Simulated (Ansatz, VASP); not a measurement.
**MgO in VASP and in Ansatz**

The input INCAR:

```
SYSTEM = MgO
PREC = Accurate
ENCUT = 520
EDIFF = 1E-6
ISMEAR = 0
SIGMA = 0.05
LREAL = .FALSE.
LASPH = .TRUE.
NELM = 100
ALGO = Normal
ISIF = 2
LWAVE = .FALSE.
LCHARG = .TRUE.
GGA = RE
IVDW = 12
LELF = .TRUE.
LVHAR = .TRUE.
NBANDS = 11
```

The input KPOINTS:

```
regular mesh
0
G
  10 10 10
  0 0 0
```

File POSCAR:

```
MgO
1.0
    0.0000000000      2.0984591520      2.0984591520
    2.0984591520      0.0000000000      2.0984591520
    2.0984591520      2.0984591520      0.0000000000
Mg O
1 1
Direct
    0.0000000000      0.0000000000      0.0000000000
    0.5000000000      0.5000000000      0.5000000000
```

Input for Ansatz:

```yaml
crystal:
  lattice:
    - [0.0, 2.098459152, 2.098459152]
    - [2.098459152, 0.0, 2.098459152]
    - [2.098459152, 2.098459152, 0.0]
  atoms:
    - { symbol: Mg, position: [0.0, 0.0, 0.0] }
    - { symbol: O, position: [0.5, 0.5, 0.5] }
basis:
  ecutwfc: 420
  ecutrho_ratio: 4
kpoints:
  mp_grid: { grid: [10, 10, 10] }
hamiltonian:
  xc: revpbe
  dispersion: d3bj
scf:
  occupations: { method: gaussian, width: 0.05 }
output:
  forces: true
  stress: true
  eigenvalues: true
```

Alike in both runs: task single point; functional revPBE; dispersion D3(BJ); k mesh 10 × 10 × 10; occupations gaussian, width 0.05 eV; no spin polarisation.

```csv
,VASP,Ansatz
version,VASP 6.6.1,Ansatz 0.2.0
potentials or method,"VASP PAW PBE potentials, release 64 (Mg, O), cutoff 520 eV","scalar-relativistic, plane waves, PAW"
valence electrons in the cell,8,16
```

Ansatz gave:

- gap on the k mesh at the Fermi level (eV): 4.94
- least direct gap on the mesh (eV): 4.94
- pressure (GPa): 0.0

**Question.** What did VASP give for the same quantities?

**Answer.** gap on the k mesh at the Fermi level (eV): 4.91; least direct gap on the mesh (eV): 4.91; pressure (GPa): -0.9.

VASP's potentials were made for PBE, not for revPBE. VASP's potentials hold 8 valence electrons a cell and Ansatz's 16, so a difference there can come from the potentials and not from the codes.
